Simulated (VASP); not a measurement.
# WC (Fm-3m) in VASP: notebook, part 2 of 3

VASP 6.6.1.

## (3) Single point, PBE

This run uses another cell than the first one, of 10.50 Å³/atom, 1.022 times its volume.

Input file INCAR:

```
SYSTEM = WC
ALGO = Normal
EDIFF = 1E-6
ENCUT = 600
GGA = PE
GGA_COMPAT = .FALSE.
ISIF = 2
ISMEAR = -1
LASPH = .TRUE.
LCHARG = .FALSE.
LREAL = .FALSE.
LWAVE = .FALSE.
NBANDS = 16
NELM = 120
PREC = Accurate
SIGMA = 0.05
```

Input file KPOINTS:

```
k-points
0
G
  10 10 10
  0 0 0
```

Input file POSCAR:

```
WC
1.0
    0.0000000000      2.1897289918      2.1897289918
    2.1897289918      0.0000000000      2.1897289918
    2.1897289918      2.1897289918      0.0000000000
W C
1 1
Direct
    0.0000000000      0.0000000000      0.0000000000
    0.5000000000      0.5000000000      0.5000000000
```

Potentials or basis: VASP PAW PBE potentials, release 64 (W_sv, C).

Started as:

```
cat potpaw_PBE.64/W_sv/POTCAR potpaw_PBE.64/C/POTCAR > POTCAR
mpirun -np 1 vasp_std > vasp.out
```

OUTCAR:

```text
SYSTEM = WC
   EDIFF = 1E-6
   ENCUT = 600
   GGA = PE
   ISIF = 2
   ISMEAR = -1
   LASPH = .TRUE.
   LREAL = .FALSE.
   NELM = 120
   PREC = Accurate

 ion  position               nearest neighbor table
   1  0.000  0.000  0.000-   2 2.19   2 2.19   2 2.19   2 2.19   2 2.19   2 2.19
   2  0.500  0.500  0.500-   1 2.19   1 2.19   1 2.19   1 2.19   1 2.19   1 2.19

  LATTYP: Found a face centered cubic cell.
 ALAT       =     4.3794579836

  Lattice vectors:

 A1 = (   0.0000000000,   2.1897289918,   2.1897289918)
 A2 = (   2.1897289918,   0.0000000000,   2.1897289918)
 A3 = (   2.1897289918,   2.1897289918,   0.0000000000)

Analysis of symmetry for initial positions (statically):
=====================================================================
 Subroutine PRICEL returns:
 Original cell was already a primitive cell.

 Routine SETGRP: Setting up the symmetry group for a
 face centered cubic supercell.

 Subroutine GETGRP returns: Found 48 space group operations
 (whereof 48 operations were pure point group operations)
 out of a pool of 48 trial point group operations.

The static configuration has the point symmetry O_h .

Analysis of symmetry for dynamics (positions and initial velocities):
[... 156 lines left out ...]

  energy without entropy =      -21.56632848  energy(sigma->0) =      -21.56956831

 E-fermi :  12.5138     XC(G=0): -13.7371

 val. band max:       12.4209614069   @ k =   0.3000   0.2000   0.1000
 cond. band min:      12.5493522617   @ k =  -0.1000   0.1000   0.0000
 fundamental gap:      0.1283908548
 Fermi energy:        12.5138185483

 k-point     1 :       0.0000    0.0000    0.0000
  band No.  band energies     occupation
      1     -62.9682      2.00000
      2     -26.9620      2.00000
      3     -26.9620      2.00000
      4     -26.9620      2.00000
      5      -3.3782      2.00000
      6       9.7067      2.00000
[... 433 lines left out ...]
      3     -27.1412      2.00000
      4     -27.1232      2.00000
      5      -0.9294      2.00000
      6       5.3813      2.00000
[... 8 lines left out ...]
     15      24.2252      0.00000
     16      27.9016      0.00000

 [... further k-points ...]
[... 5 lines left out ...]
  --------------------------------------------------------------------------------------
  -------------------------------------------------------------------------------------
  Total        0.1062833      0.1062833      0.1062833      0.0000000     -0.0000000      0.0000000
  in kB        8.1091344      8.1091344      8.1091344      0.0000000     -0.0000000      0.0000000
  external PRESSURE =       8.1091344 kB  Pullay stress =       0.0000000 kB

 VOLUME and BASIS-vectors are now :
 -----------------------------------------------------------------------------
  energy-cutoff  :      600.00
  volume of cell :       21.00
      direct lattice vectors                 reciprocal lattice vectors
     0.000000000  2.189728992  2.189728992    -0.228338759  0.228338759  0.228338759
     2.189728992  0.000000000  2.189728992     0.228338759 -0.228338759  0.228338759
     2.189728992  2.189728992  0.000000000     0.228338759  0.228338759 -0.228338759

 POSITION                                       TOTAL-FORCE (eV/Angst)
 -----------------------------------------------------------------------------------
      0.00000      0.00000      0.00000         0.000000      0.000000      0.000000
      2.18973      2.18973      2.18973         0.000000      0.000000      0.000000
 -----------------------------------------------------------------------------------
    total drift:                               -0.000000      0.000000      0.000000

  FREE ENERGIE OF THE ION-ELECTRON SYSTEM (eV)
  ---------------------------------------------------
  free  energy   TOTEN  =       -21.5728081456 eV

  energy  without entropy=      -21.5663284762  energy(sigma->0) =      -21.56956831
```

OSZICAR:

```text
N       E                     dE             d eps       ncg     rms          rms(c)
DAV:   1     0.117046247358E+03    0.11705E+03   -0.10167E+04  1504   0.138E+03
DAV:   2    -0.215573225718E+02   -0.13860E+03   -0.13404E+03  1872   0.351E+02
DAV:   3    -0.250461425000E+02   -0.34888E+01   -0.34768E+01  1560   0.520E+01
DAV:   4    -0.250638302978E+02   -0.17688E-01   -0.17687E-01  2024   0.428E+00
DAV:   5    -0.250639713514E+02   -0.14105E-03   -0.14105E-03  1600   0.356E-01    0.309E+01
DAV:   6    -0.216812493022E+02    0.33827E+01   -0.86518E+00  1832   0.278E+01    0.780E+00
DAV:   7    -0.216012400089E+02    0.80009E-01   -0.49158E-01  1552   0.564E+00    0.640E+00
DAV:   8    -0.215747631829E+02    0.26477E-01   -0.75836E-02  1688   0.236E+00    0.147E+00
DAV:   9    -0.215728692452E+02    0.18939E-02   -0.35140E-03  1632   0.522E-01    0.119E-01
DAV:  10    -0.215728082361E+02    0.61009E-04   -0.35936E-04  1808   0.207E-01    0.555E-02
DAV:  11    -0.215728089607E+02   -0.72464E-06   -0.11726E-05  1720   0.340E-02    0.153E-02
DAV:  12    -0.215728081456E+02    0.81507E-06   -0.14572E-06  1256   0.139E-02
   1 F= -.21572808E+02 E0= -.21569568E+02  d E =-.647967E-02
```

Wall time 39 s (1 thread of AMD EPYC 7R43 (Zen 3), shared host); peak memory 0.13 GiB.

What came out:

```yaml
Free_energy: -21.5728 eV
Pressure: 0.8 GPa
Band_gap_on_the_k_mesh: zero (band 9 reaches 13.52 eV, above the bottom of band 10 at 10.32 eV)
```

Caveat: spin-orbit coupling is left out, which moves the levels of the heavy elements.

## (4) Relaxation of cell and atoms, PBE

This run uses another cell than the first one, of 10.54 Å³/atom, 1.026 times its volume.

Input file INCAR:

```
  PREC = Accurate
  ENCUT = 600
  EDIFF = 1E-7
  ISMEAR = -1
  SIGMA = 0.05
  LREAL = False
  LASPH = True
  NELM = 120
  ALGO = Normal
  ISIF = 3
  LWAVE = False
  LCHARG = False
  GGA = PE
  IBRION = 2
  NSW = 60
  EDIFFG = -0.01
  GGA_COMPAT = False
  NELMIN = 4
```

Input file KPOINTS:

```
regular mesh
0
Gamma
  10 10 10
```

Input file POSCAR:

```
WC
1.0
    0.0000000000      2.1926840000      2.1926840000
    2.1926840000      0.0000000000      2.1926840000
    2.1926840000      2.1926840000      0.0000000000
W C
1 1
Direct
    0.0000000000      0.0000000000      0.0000000000
    0.5000000000      0.5000000000      0.5000000000
```

Potentials or basis: VASP PAW PBE potentials, release 64 (W_sv, C).

Started as:

```
cat potpaw_PBE.64/W_sv/POTCAR potpaw_PBE.64/C/POTCAR > POTCAR
mpirun -np 1 vasp_std > vasp.out
```

OUTCAR:

```text
PREC = Accurate
   ENCUT = 600
   EDIFF = 1E-7
   ISMEAR = -1
   LREAL = False
   LASPH = True
   NELM = 120
   ISIF = 3
   GGA = PE
   IBRION = 2
   NSW = 60
   EDIFFG = -0.01
   NELMIN = 4

 ion  position               nearest neighbor table
   1  0.000  0.000  0.000-   2 2.19   2 2.19   2 2.19   2 2.19   2 2.19   2 2.19
   2  0.500  0.500  0.500-   1 2.19   1 2.19   1 2.19   1 2.19   1 2.19   1 2.19

  LATTYP: Found a face centered cubic cell.
 ALAT       =     4.3853680000

  Lattice vectors:

 A1 = (   0.0000000000,   2.1926840000,   2.1926840000)
 A2 = (   2.1926840000,   0.0000000000,   2.1926840000)
 A3 = (   2.1926840000,   2.1926840000,   0.0000000000)

Analysis of symmetry for initial positions (statically):
=====================================================================
 Subroutine PRICEL returns:
 Original cell was already a primitive cell.

 Routine SETGRP: Setting up the symmetry group for a
 face centered cubic supercell.

 Subroutine GETGRP returns: Found 48 space group operations
 (whereof 48 operations were pure point group operations)
 out of a pool of 48 trial point group operations.

The static configuration has the point symmetry O_h .

Analysis of symmetry for dynamics (positions and initial velocities):
[... 169 lines left out ...]
  in kB       -6.6403159     -6.6403159     -6.6403159      0.0000000      0.0000000      0.0000000
  external PRESSURE =      -6.6403159 kB  Pullay stress =       0.0000000 kB
[... 59 lines left out ...]
--------------------------------------- Ionic step        3  -------------------------------------------

 number of electron      18.0000002 magnetization

 Free energy of the ion-electron system (eV)
  ---------------------------------------------------
  ext. energy  EPLUGINS =         0.00000000
  ---------------------------------------------------
  free energy    TOTEN  =       -21.57302408 eV

  energy without entropy =      -21.56652944  energy(sigma->0) =      -21.56977676

 E-fermi :  12.4800     XC(G=0): -13.7249

 val. band max:       12.3867815459   @ k =   0.3000   0.2000   0.1000
 cond. band min:      12.5175866912   @ k =  -0.1000   0.1000   0.0000
 fundamental gap:      0.1308051454
 Fermi energy:        12.4800207652

 k-point     1 :       0.0000    0.0000    0.0000
  band No.  band energies     occupation
      1     -63.0032      2.00000
      2     -26.9972      2.00000
      3     -26.9972      2.00000
      4     -26.9972      2.00000
      5      -3.3924      2.00000
      6       9.6814      2.00000
      7       9.6814      2.00000
      8       9.6814      2.00000
      9      11.3574      2.00000
     10      11.3574      2.00000
     11      11.3574      2.00000
     12      11.4722      2.00000
     13      11.4722      2.00000
[... 354 lines left out ...]
  band No.  band energies     occupation
      1     -62.9634      2.00000
      2     -27.4296      2.00000
      3     -27.1749      2.00000
      4     -27.1571      2.00000
      5      -0.9477      2.00000
      6       5.3598      2.00000
      7       6.9191      2.00000
      8       8.7628      2.00000
      9       9.6408      2.00000
     10      13.4702      0.00000
     11      14.8730      0.00000
     12      15.1926      0.00000
     13      18.7354      0.00000

 [... further k-points ...]
[... 5 lines left out ...]
  --------------------------------------------------------------------------------------
  -------------------------------------------------------------------------------------
  Total        0.0013702      0.0013702      0.0013702      0.0000000     -0.0000000      0.0000000
  in kB        0.1043152      0.1043152      0.1043152      0.0000000     -0.0000000      0.0000000
  external PRESSURE =       0.1043152 kB  Pullay stress =       0.0000000 kB
[... 17 lines left out ...]
  FREE ENERGIE OF THE ION-ELECTRON SYSTEM (eV)
  ---------------------------------------------------
  free  energy   TOTEN  =       -21.5730240769 eV

  energy  without entropy=      -21.5665294406  energy(sigma->0) =      -21.56977676

 reached required accuracy - stopping structural energy minimisation
```

Wall time 100 s (1 thread of AMD EPYC 7R43 (Zen 3), shared host); peak memory 0.14 GiB.

Results:

```
Free energy                            : -21.5730 eV
Relaxed volume                         : 10.52 Å³/atom
Relaxed cell                           : a = 3.099 Å, b = 3.099 Å, c = 3.099 Å, α = 60.00°, β = 60.00°, γ = 60.00°
Space group after relaxing (to 0.05 Å) : Fm-3m (No. 225)
Energy gained by relaxing              : 0.0 meV/atom
Ionic steps                            : 3
Pressure after relaxing                : 0.0 GPa
```

Final structure:
```xyz
2
Lattice="0.0000 2.1913 2.1913 2.1913 0.0000 2.1913 2.1913 2.1913 0.0000" Properties=species:S:1:pos:R:3 pbc="T T T"
W     0.0000    0.0000    0.0000
C     2.1913    2.1913    2.1913
```

Levels at points of the mesh, in eV from the Fermi level:
```csv
k point,band 7,band 8,band 9,band 10,band 11,band 12
"(0.00, 0.00, 0.00)",-2.80,-2.80,-1.12,-1.12,-1.12,-1.01
"(0.50, 0.00, 0.00)",-6.64,-6.64,1.00,1.00,2.29,4.88
"(0.50, 0.50, 0.00)",-5.65,-2.56,-2.56,0.81,2.23,2.23
```

Caveat: the bands computed are all filled at some k points, so no gap is given; spin-orbit coupling is left out, which moves the levels of the heavy elements.

## (5) Single point, PBE, non-collinear spin, zero start, spin-orbit coupling

This run uses another cell than the first one, of 10.54 Å³/atom, 1.026 times its volume.

Input file INCAR:

```
PREC     = Accurate       # precision mode
ENCUT    = 600            # plane-wave cutoff, eV
EDIFF    = 1E-6           # SCF threshold, eV
ISMEAR   = -1             # smearing method
SIGMA    = 0.05           # smearing width, eV
LREAL    = False          # projectors in reciprocal space
LASPH    = True           # aspherical terms in the spheres
NELM     = 200            # most SCF steps
ALGO     = Normal         # electronic algorithm
ISIF     = 2              # what is computed and relaxed
LWAVE    = False          # write WAVECAR
LCHARG   = False          # write CHGCAR
LNONCOLLINEAR= True           # non-collinear magnetism
MAGMOM   = 0 0 0 0 0 0    # initial moments
LORBIT   = 11             # projections on sites
LSORBIT  = True           # spin-orbit coupling
GGA_COMPAT= False        
LORBMOM  = True         
LMAXMIX  = 4              # l up to which the mixer works
GGA      = PE             # functional
NBANDS   = 30             # bands
```

Input file KPOINTS:

```
Automatic mesh
0
Gamma
  7 7 7
```

POSCAR is that of step 4.

Potentials or basis: VASP PAW PBE potentials, release 64 (W_sv, C).

Started as:

```
cat potpaw_PBE.64/W_sv/POTCAR potpaw_PBE.64/C/POTCAR > POTCAR
mpirun -np 1 vasp_ncl > vasp.out
```

OUTCAR:

```text
PREC = Accurate
   ENCUT = 600
   EDIFF = 1E-6
   ISMEAR = -1
   LREAL = False
   LASPH = True
   NELM = 200
   ISIF = 2
   LNONCOLLINEAR = True
   LORBIT = 11
   LSORBIT = True
   GGA = PE

 ion  position               nearest neighbor table
   1  0.000  0.000  0.000-   2 2.19   2 2.19   2 2.19   2 2.19   2 2.19   2 2.19
   2  0.500  0.500  0.500-   1 2.19   1 2.19   1 2.19   1 2.19   1 2.19   1 2.19

  LATTYP: Found a face centered cubic cell.
 ALAT       =     4.3853680000

  Lattice vectors:

 A1 = (   0.0000000000,   2.1926840000,   2.1926840000)
 A2 = (   2.1926840000,   0.0000000000,   2.1926840000)
 A3 = (   2.1926840000,   2.1926840000,   0.0000000000)

Analysis of symmetry for initial positions (statically):
=====================================================================
 Subroutine PRICEL returns:
 Original cell was already a primitive cell.

 Routine SETGRP: Setting up the symmetry group for a
 face centered cubic supercell.

 Subroutine GETGRP returns: Found 48 space group operations
 (whereof 48 operations were pure point group operations)
 out of a pool of 48 trial point group operations.
[... 917 lines left out ...]
     0.0000000     0.0000000     0.0000000     0.0000000     0.0000000     0.0000000     0.0000000
     0.0000000     0.0000000     0.0000000     0.0000000     0.0000000     0.0000000     0.0000000
     0.0000000     0.0000000     0.0000000     0.0000000     0.0000000     0.0000000     0.0000000
     0.0000000     0.0000000     0.0000000     0.0000000     0.0000000     0.0000000     0.0000000
     0.0000000     0.0000000     0.0000000     0.0000000     0.0000000     0.0000000     0.0000000

 Ion:    2  E_soc:     -0.0002265
 l=   1
     0.0000000    -0.0000378    -0.0000378
    -0.0000378     0.0000000    -0.0000378
    -0.0000378    -0.0000378     0.0000000
 l=   2
     0.0000000     0.0000000     0.0000000     0.0000000     0.0000000
     0.0000000     0.0000000     0.0000000     0.0000000     0.0000000
     0.0000000     0.0000000     0.0000000     0.0000000     0.0000000
     0.0000000     0.0000000     0.0000000     0.0000000     0.0000000
     0.0000000     0.0000000     0.0000000     0.0000000     0.0000000
 l=   3
     0.0000000     0.0000000     0.0000000     0.0000000     0.0000000     0.0000000     0.0000000
     0.0000000     0.0000000     0.0000000     0.0000000     0.0000000     0.0000000     0.0000000
     0.0000000     0.0000000     0.0000000     0.0000000     0.0000000     0.0000000     0.0000000
     0.0000000     0.0000000     0.0000000     0.0000000     0.0000000     0.0000000     0.0000000
     0.0000000     0.0000000     0.0000000     0.0000000     0.0000000     0.0000000     0.0000000
     0.0000000     0.0000000     0.0000000     0.0000000     0.0000000     0.0000000     0.0000000
     0.0000000     0.0000000     0.0000000     0.0000000     0.0000000     0.0000000     0.0000000

 total charge

# of ion       s       p       d       tot
------------------------------------------
    1        2.310   6.364   3.385  12.058
    2        0.857   1.582   0.000   2.439
--------------------------------------------------
tot          3.166   7.946   3.385  14.497

 magnetization (x)

# of ion       s       p       d       tot
------------------------------------------
    1        0.000   0.000  -0.000  -0.000
    2        0.000   0.000   0.000   0.000
--------------------------------------------------
tot          0.000   0.000  -0.000   0.000

 magnetization (y)

# of ion       s       p       d       tot
------------------------------------------
    1        0.000  -0.000  -0.000  -0.000
    2        0.000   0.000   0.000   0.000
--------------------------------------------------
tot          0.000  -0.000  -0.000  -0.000

 magnetization (z)

# of ion       s       p       d       tot
------------------------------------------
    1       -0.000   0.000  -0.000  -0.000
    2        0.000   0.000   0.000   0.000
--------------------------------------------------
tot         -0.000   0.000  -0.000  -0.000
```

It took 71 s on 1 thread of AMD EPYC 7R43 (Zen 3), shared host; peak memory 0.21 GiB.

Results:

```yaml
Free_energy: -22.3301 eV
Pressure: 0.1 GPa
Net_moment: 0.00 μB per cell
Valence_electrons_inside_the_program's_atomic_spheres: W 12.06; C 2.44
```

Moments on the atoms (μB; x, y, z):
```
W   0.00 0.00 0.00
C   0.00 0.00 0.00
```

(Part 2 of 3 ends here.)
